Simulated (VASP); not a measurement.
Here is a VASP 6.6.1 calculation.

Contents of INCAR:

```
ALGO = Normal
EDIFF = 1E-6
ENCUT = 520
ISIF = 2
ISMEAR = -1
LASPH = True
LCHARG = True
LELF = True
LREAL = False
LVHAR = True
LWAVE = False
NBANDS = 11
NELM = 100
PREC = Accurate
SIGMA = 0.1
```

File KPOINTS:

```
k-points
0
Gamma
  16 16 16
```

Contents of POSCAR:

```
Hf
1.0
    0.0000000000      2.1266017556      2.1266017556
    2.1266017556      0.0000000000      2.1266017556
    2.1266017556      2.1266017556      0.0000000000
Hf
1
Direct
    0.0000000000      0.0000000000      0.0000000000
```

Potentials or basis: VASP PAW LDA potentials, release 64 (Hf_pv).

The run is started by

```bash
$ cat potpaw_LDA.64/Hf_pv/POTCAR > POTCAR
$ mpirun -np 1 vasp_std > vasp.out
```

**Question.** Estimate the band gap on the k mesh.

**Answer.** Zero (band 5 reaches 7.11 eV, above the bottom of band 6 at 5.27 eV).

**Question.** Predict the pressure.

**Answer.** 10.1 GPa.

Caveat: spin-orbit coupling is left out, which moves the levels of the heavy elements.
